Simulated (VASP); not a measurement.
Set up this calculation in VASP 6.6.1, as the native input.

- Task: single point
- Functional: PBE
- Potentials or basis: VASP PAW PBE potentials, release 64 (Ba_sv, Ti_sv, O)
- Cutoff: 520 eV
- k mesh: 7 × 7 × 3
- Occupations: gaussian, width 0.05 eV
- Spin: no spin polarisation
- Hubbard terms: Ti d U = 4.0 eV
- Dipole correction: no
- Further INCAR settings: LREAL = Auto; ALGO = Normal; EDIFF = 1e-06; NBANDS = 73

The structure of BaTiO3 lies in POSCAR:

```
BaTiO3
1.0
    0.0000000000     -4.0288719406      0.0000000000
    0.0000000000      0.0000000000     -4.0288719406
   12.5866158219      0.0000000000      0.0000000000
Ba Ti O
3 3 9
Direct
    0.5000000000      0.5000000000      0.0800069340
    0.5000000000      0.5000000000      0.4000986884
    0.5000000000      0.5000000000      0.7201904429
    0.0000000000      1.0000000000      0.8802363201
    0.0000000000      1.0000000000      0.2400528112
    0.0000000000      1.0000000000      0.5601445656
    1.0000000000      0.0000000000      0.0800069340
    1.0000000000      0.0000000000      0.4000986884
    1.0000000000      0.0000000000      0.7201904429
    0.5000000000      0.0000000000      0.2400528112
    0.5000000000      0.0000000000      0.5601445656
    0.5000000000      0.0000000000      0.8802363201
    0.0000000000      0.5000000000      0.2400528112
    0.0000000000      0.5000000000      0.5601445656
    0.0000000000      0.5000000000      0.8802363201
```

This cell differs from its parent crystal: the distance across one plane changed.

One way to write it, as run:

INCAR

```
SYSTEM = BaTiO3
PREC     = Accurate       ! precision mode
ENCUT    = 520            ! plane-wave cutoff, eV
EDIFF    = 1E-6           ! SCF threshold, eV
ISMEAR   = 0              ! smearing method
SIGMA    = 0.05           ! smearing width, eV
LREAL    = Auto         
LASPH    = .True.         ! aspherical terms in the spheres
NELM     = 150            ! most SCF steps
ALGO     = Normal         ! electronic algorithm
ISIF     = 2              ! what is computed and relaxed
LWAVE    = .False.        ! write WAVECAR
LCHARG   = .True.         ! write CHGCAR
LMAXMIX  = 4              ! l up to which the mixer works
LDAU     = .True.         ! DFT+U
LDAUTYPE = 2            
LDAUL    = -1 2 -1        ! shell
LDAUU    = 0 4 0          ! U, eV
LDAUJ    = 0 0 0        
LDAUPRINT= 1            
GGA      = PE             ! functional
LELF     = .True.         ! ELF
LVHAR    = .True.       
NBANDS   = 73             ! bands
```

KPOINTS

```
Automatic mesh
0
Gamma
  7 7 3
  0 0 0
```

Potentials or basis: VASP PAW PBE potentials, release 64 (Ba_sv, Ti_sv, O).

The run is started by

```console
$ cat potpaw_PBE.64/Ba_sv/POTCAR potpaw_PBE.64/Ti_sv/POTCAR potpaw_PBE.64/O/POTCAR > POTCAR
$ mpirun -np 1 vasp_std > vasp.out
```

It gave:

```json
{"Pressure": "-0.3 GPa", "Largest force": "0.947 eV/Å", "Band gap on the k mesh": "1.97 eV (least direct gap 2.16 eV)"}
```

Caveat: the cell differs from its parent crystal (the distance across one plane changed); spin-orbit coupling is left out, which moves the levels of the heavy elements.

It took 18 min on 1 thread of Intel Xeon 8259CL, on a shared host, peak memory 0.4 GiB.
